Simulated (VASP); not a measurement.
Write the native input for VASP 6.6.1 that does the following.

| Quantity | Value |
| --- | --- |
| Task | single point |
| Functional | r2SCAN |
| Potentials or basis | VASP PAW PBE potentials, release 64 (Fe) |
| Cutoff | 520 eV |
| k mesh | 13 × 13 × 13 |
| Occupations | fermi-dirac, width 0.05 eV |
| Spin | collinear spin, ferromagnetic start |
| Starting moments | [3.0] μB |
| Dipole correction | no |
| Further INCAR settings | ALGO = Normal; EDIFF = 1e-06; NBANDS = 14 |

Crystal: Fe.

```
CELL_PARAMETERS angstrom
-1.41354 1.41354 1.41354
1.41354 -1.41354 1.41354
1.41354 1.41354 -1.41354
ATOMIC_POSITIONS crystal
Fe 0.00000 0.00000 0.00000
```

One way to write it, as run:

POSCAR

```
Fe
1.0
   -1.4135427549      1.4135427549      1.4135427549
    1.4135427549     -1.4135427549      1.4135427549
    1.4135427549      1.4135427549     -1.4135427549
Fe
1
Direct
    0.0000000000      0.0000000000      0.0000000000
```

INCAR.step1

```
SYSTEM = Fe
PREC     = Accurate       ! precision mode
ENCUT    = 520            ! plane-wave cutoff, eV
ISMEAR   = -1             ! smearing method
SIGMA    = 0.05           ! smearing width, eV
LREAL    = .FALSE.        ! projectors in reciprocal space
LASPH    = .TRUE.         ! aspherical terms in the spheres
NELM     = 150            ! most SCF steps
ISPIN    = 2              ! spin polarisation
MAGMOM   = 3              ! initial moments
LMAXMIX  = 4              ! l up to which the mixer works
NBANDS   = 14             ! bands
GGA      = PE             ! functional
ALGO     = Normal         ! electronic algorithm
EDIFF    = 1E-4           ! SCF threshold, eV
LWAVE    = .TRUE.         ! write WAVECAR
LCHARG   = .FALSE.        ! write CHGCAR
```

INCAR.step2

```
SYSTEM = Fe
PREC     = Accurate       ! precision mode
ENCUT    = 520            ! plane-wave cutoff, eV
EDIFF    = 1E-6           ! SCF threshold, eV
ISMEAR   = -1             ! smearing method
SIGMA    = 0.05           ! smearing width, eV
LREAL    = .FALSE.        ! projectors in reciprocal space
LASPH    = .TRUE.         ! aspherical terms in the spheres
NELM     = 150            ! most SCF steps
ALGO     = Normal         ! electronic algorithm
ISIF     = 2              ! what is computed and relaxed
LWAVE    = .FALSE.        ! write WAVECAR
LCHARG   = .FALSE.        ! write CHGCAR
ISPIN    = 2              ! spin polarisation
MAGMOM   = 3              ! initial moments
LORBIT   = 11             ! projections on sites
LMAXMIX  = 4              ! l up to which the mixer works
METAGGA  = R2SCAN         ! meta-GGA
LMIXTAU  = .TRUE.       
NBANDS   = 14             ! bands
ISTART   = 1
```

KPOINTS

```
Automatic mesh
0
G
  13 13 13
  0 0 0
```

Potentials or basis: VASP PAW PBE potentials, release 64 (Fe).

Command:

```sh
$ cat potpaw_PBE.64/Fe/POTCAR > POTCAR
$ cp INCAR.step1 INCAR
$ mpirun -np 1 vasp_std > vasp.out
$ cp INCAR.step2 INCAR
$ mpirun -np 1 vasp_std > vasp.out
```

It gave:

```yaml
Pressure: 8.7 GPa
Net_moment: 2.64 μB per cell
Site_moments: Fe +2.69 μB
Valence_electrons_inside_the_program's_atomic_spheres: Fe 7.29
```

Caveat: the PAW data sets were made with another functional, which shifts forces and pressure a little.

Wall time 40 s on 1 thread of Intel(R) Xeon(R) 6975P-C (Granite Rapids), with other jobs on the host, peak memory 0.14 GiB.
